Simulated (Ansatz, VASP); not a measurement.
**Pd in VASP and in Ansatz**

The input INCAR:

```
SYSTEM = Pd
PREC = Accurate ; ENCUT = 520
EDIFF = 1E-8 ; ISMEAR = -1
SIGMA = 0.05 ; LREAL = .False.
LASPH = .True. ; NELM = 80
ALGO = Normal ; ISIF = 2
LWAVE = .False. ; LCHARG = .False.
GGA = CA ; LEFG = .True.
NBANDS = 11
```

Contents of KPOINTS:

```
Automatic mesh
0
Gamma
  18 18 18
  0 0 0
```

Contents of POSCAR:

```
Pd
1.0
   -0.0194490000      1.9351755000      1.9351755000
    1.9351755000     -0.0194490000      1.9351755000
    1.9351755000      1.9351755000     -0.0194490000
Pd
1
Direct
    0.0000000000      0.0000000000      0.0000000000
```

Input for Ansatz:

```yaml
crystal:
  lattice:
    - [-0.019449, 1.9351755, 1.9351755]
    - [1.9351755, -0.019449, 1.9351755]
    - [1.9351755, 1.9351755, -0.019449]
  atoms:
    - { symbol: Pd, position: [0.0, 0.0, 0.0] }
kpoints:
  mp_grid: { grid: [18, 18, 18] }
scf:
  occupations: { method: fermi_dirac, width: 0.05 }
hamiltonian:
  xc: lda
  pseudopotentials: { kind: all_electron, datasets: crystal }
output:
  forces: true
  stress: true
  eigenvalues: true
  efg: { contact_densities: true }
```

Change from the starting cell: equal xy, yz and zx shear strains of -1 %, crystal datasets.

Alike in both runs: task electric field gradients; functional LDA; k mesh 18 × 18 × 18; occupations fermi-dirac, width 0.05 eV; no spin polarisation.

|  | VASP | Ansatz |
| --- | --- | --- |
| version | VASP 6.6.1 | Ansatz 0.2.0 |
| potentials or method | VASP PAW LDA potentials, release 64 (Pd), cutoff 520 eV | all-electron PAW with datasets made for the crystal, scalar-relativistic |

VASP gave:

* pressure (GPa): -7.7
* traceless stress, the component that is largest in VASP (GPa): 0.68
* size of Vzz on the site where it differs most (V/Å²): 2.9

What did Ansatz give for the same quantities?

Pressure (GPa): -8.0; traceless stress, the component that is largest in VASP (GPa): 0.67; size of Vzz on the site where it differs most (V/Å²): 6.5.

LDA's correlation is that of Perdew and Zunger in VASP and of Perdew and Wang (1992) in Ansatz. Ansatz ran all-electron here, and VASP with PAW potentials.
